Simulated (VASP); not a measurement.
Mo, 1 atom in the cell. The structure is cubic, space group Fm-3m (No. 225). The conventional cell has a = 4.191 Å, b = 4.191 Å, c = 4.191 Å, α = 90.00°, β = 90.00°, γ = 90.00°. Within 3.9 Å of Mo (site symmetry m-3m) lie 12 Mo at 2.96 Å.  This cell differs from its parent crystal: strain +0.040 along x and y, +0.040 along z.

* Program: VASP 6.6.1
* Task: single point
* Functional: PBE
* Potentials or basis: VASP PAW PBE potentials, release 64 (Mo_sv)
* Cutoff: 520 eV
* k mesh: 20 × 20 × 20
* Occupations: gaussian, width 0.15 eV
* Spin: no spin polarisation
* Dipole correction: no
* Further INCAR settings: ALGO = Normal; EDIFF = 1e-07; NBANDS = 13

Potentials or basis: VASP PAW PBE potentials, release 64 (Mo_sv).

Command:

```bash
$ cat potpaw_PBE.64/Mo_sv/POTCAR > POTCAR
$ mpirun -np 1 vasp_std > vasp.out
```

Hardware: 1 thread of Intel(R) Xeon(R) 6975P-C (Granite Rapids), with other jobs on the host.

Estimate the wall time of this run.

Wall time 14 s on 1 thread of Intel(R) Xeon(R) 6975P-C (Granite Rapids), with other jobs on the host, peak memory 0.18 GiB. Counts: scf iterations 11, k points 256.
